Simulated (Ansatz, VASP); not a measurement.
# Cu in VASP and in Ansatz

```xyz
4
Lattice="2.4791 0.0000 0.0000 -1.2396 2.1470 0.0000 0.0000 0.0000 8.0932" Properties=species:S:1:pos:R:3 pbc="T T T"
Cu    1.2396    0.7157    6.0699
Cu    0.0000    0.0000    4.0466
Cu    0.0000    1.4313    2.0233
Cu    0.0000    0.0000    0.0000
```

Change from the starting cell: volume scaled by 0.94.

Alike in both runs: task single point; functional LDA; k mesh 12 × 12 × 4; occupations fermi-dirac, width 0.05 eV; no spin polarisation.

```csv
,VASP,Ansatz
version,VASP 6.6.1,Ansatz 0.2.0
potentials or method,"VASP PAW LDA potentials, release 64 (Cu), cutoff 520 eV","all-electron LAPW, scalar-relativistic"
```

```csv
,VASP,Ansatz,Ansatz less VASP
gap on the k mesh at the Fermi level (eV),none,none,-
pressure (GPa),3.3,2.3,-1.04
"traceless stress, the component that is largest in VASP (GPa)",-0.39,-0.34,+0.043
```

LDA's correlation is that of Perdew and Zunger in VASP and of Perdew and Wang (1992) in Ansatz. A gap of «none» marks a metal or a gap that the smearing closes. Ansatz ran all-electron here, and VASP with PAW potentials.
